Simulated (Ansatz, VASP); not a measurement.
AlRu in VASP and in Ansatz

```
Al Ru
1.0
     2.99160    0.00000    0.00000
     0.00000    2.99160    0.00000
     0.00000    0.00000    2.99160
Al Ru
1 1
Direct
  0.00000 0.00836 0.00000
  0.50000 0.50000 0.50000
```

Change from the starting cell: all Al atoms moved +0.025 Å, as atom 1 along Cartesian [0 1 0].

Alike in both runs: task single point; functional PBEsol; k mesh 16 × 16 × 16; occupations gaussian, width 0.15 eV; no spin polarisation.

|  | VASP | Ansatz |
| --- | --- | --- |
| version | VASP 6.6.1 | Ansatz 0.2.0 |
| potentials or method | VASP PAW PBE potentials, release 64 (Al, Ru_pv), cutoff 520 eV | scalar-relativistic, plane waves, PAW |
| valence electrons in the cell | 17 | 19 |

Ansatz gave:

* gap on the k mesh at the Fermi level (eV): none
* pressure (GPa): -3.2
* rms of the force components (eV/Å): 0.110

What did VASP give for the same quantities?

gap on the k mesh at the Fermi level (eV): none; pressure (GPa): -3.2; rms of the force components (eV/Å): 0.111.

VASP's potentials were made for PBE, not for PBEsol. Atom by atom the forces differ by 0.001 eV/Å (rms over components). A gap of «none» marks a metal or a gap that the smearing closes. VASP's potentials hold 17 valence electrons a cell and Ansatz's 19, so a difference there can come from the potentials and not from the codes.
